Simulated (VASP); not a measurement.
The system is MnS.

```
Mn S
1.0
     0.00000    2.80000    2.80000
     2.80000    0.00000    2.80000
     2.80000    2.80000    0.00000
Mn S
1 1
Direct
  0.00000 0.00000 0.00000
  0.75000 0.75000 0.75000
```

Base run:

| Item | Value |
| --- | --- |
| Program | VASP 6.6.1 |
| Functional | PBEsol |
| Potentials or basis | VASP PAW PBE potentials, release 64 (Mn_pv, S) |
| Cutoff | 520 eV |
| k mesh | 10 × 10 × 10 |
| Occupations | gaussian, width 0.05 eV |
| Spin | collinear spin, ferromagnetic start |
| Starting moments | [5.0, 0.0] μB |

Its results: pressure -1.9 GPa; net moment 4.92 μB per cell; site moments Mn +4.32; S +0.08 μB.

Problem. The run is repeated on the same cell with these changes: further incar settings from ALGO = Normal; EDIFF = 1e-06; NBANDS = 20 to ALGO = Normal; EDIFF = 1e-07; NBANDS = 20; moments at the start from [5.0, 0.0] to [0.5, 0.0]. What comes out?

Solution. Pressure -23.7 GPa; net moment -0.17 μB per cell; site moments Mn -0.18; S +0.03 μB.

Caveats: the PAW data sets were made with another functional, which shifts forces and pressure a little; a cell with one magnetic atom can't hold antiferromagnetic order, which such compounds often take (at least some runs); the cell stands under tension (at least some runs).
